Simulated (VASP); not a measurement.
Write the native input for VASP 6.6.1 that does the following.

| Item | Value |
| --- | --- |
| Task | single point |
| Functional | PBE |
| Potentials or basis | VASP PAW PBE potentials, release 64 (C) |
| Cutoff | 520 eV |
| k mesh | 12 × 12 × 3 |
| Occupations | fermi-dirac, width 0.05 eV |
| Spin | no spin polarisation |
| Dipole correction | no |
| Further INCAR settings | ALGO = Normal; EDIFF = 1e-06; NBANDS = 36 |

The structure of C lies in POSCAR:

```
C
1.0
    2.4880133891      0.0000000000      0.0000000000
   -1.2440066945      2.1546827999      0.0000000000
    0.0000000000      0.0000000000     12.1887106107
C
12
Direct
    0.6666666667      0.3333333333      0.3541700000
    0.3333333333      0.6666666667      0.8541700000
    0.6666666667      0.3333333333      0.1458300000
    0.3333333333      0.6666666667      0.6458300000
    0.6666666667      0.3333333333      0.4791700000
    0.3333333333      0.6666666667      0.9791700000
    0.6666666667      0.3333333333      0.0208300000
    0.3333333333      0.6666666667      0.5208300000
    0.0000000000      0.0000000000      0.8125000000
    0.0000000000      0.0000000000      0.3125000000
    0.0000000000      0.0000000000      0.6875000000
    0.0000000000      0.0000000000      0.1875000000
```

These files were run (other wordings do the same):

INCAR

```
SYSTEM = C
PREC = Accurate ; ENCUT = 520
EDIFF = 1E-6 ; ISMEAR = -1
SIGMA = 0.05 ; LREAL = .FALSE.
LASPH = .TRUE. ; NELM = 80
ALGO = Normal ; ISIF = 2
LWAVE = .FALSE. ; LCHARG = .FALSE.
GGA = PE ; NBANDS = 36
```

KPOINTS

```
regular mesh
0
G
  12 12 3
  0 0 0
```

Potentials or basis: VASP PAW PBE potentials, release 64 (C).

The run is started by

```sh
$ cat potpaw_PBE.64/C/POTCAR > POTCAR
$ mpirun -np 1 vasp_std > vasp.out
```

It gave:

```
Pressure               : 22.3 GPa
Largest force          : 0.356 eV/Å
Band gap on the k mesh : 4.49 eV (least direct gap 5.39 eV)
```

Caveat: the cell stands under pressure; an odd mesh through Γ misses points on the zone boundary, where band edges can lie.

Wall time 82 s on 1 thread of AMD EPYC 7R43 64-Core Processor (Zen 3), on a shared host, peak memory 0.17 GiB.
